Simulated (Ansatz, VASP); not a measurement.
TaN in VASP and in Ansatz

```
CELL_PARAMETERS angstrom
0.00000 2.17900 2.28795
2.17900 0.00000 2.28795
2.17900 2.17900 0.00000
ATOMIC_POSITIONS crystal
Ta 0.50000 0.50000 0.50000
N 0.00000 0.00000 0.00000
```

Change from the starting cell: strain +0.000 along x and y, +0.050 along z, atoms carried along.

Alike in both runs: task single point; functional LDA; k mesh 18 × 18 × 18; occupations gaussian, width 0.15 eV; no spin polarisation.

```csv
,VASP,Ansatz
version,VASP 6.6.1,Ansatz 0.2.0
potentials or method,"VASP PAW LDA potentials, release 64 (Ta_pv, N), cutoff 520 eV","scalar-relativistic, plane waves, PAW"
valence electrons in the cell,16,18
```

|  | VASP | Ansatz | Ansatz less VASP |
| --- | --- | --- | --- |
| gap on the k mesh at the Fermi level (eV) | none | none | - |
| pressure (GPa) | -14.9 | -16.5 | -1.64 |
| traceless stress, the component that is largest in VASP (GPa) | -13.51 | -13.18 | +0.335 |

LDA's correlation is that of Perdew and Zunger in VASP and of Perdew and Wang (1992) in Ansatz. A gap of «none» marks a metal or a gap that the smearing closes. VASP's potentials hold 16 valence electrons a cell and Ansatz's 18, so a difference there can come from the potentials and not from the codes.

Neither program's run includes spin-orbit coupling.
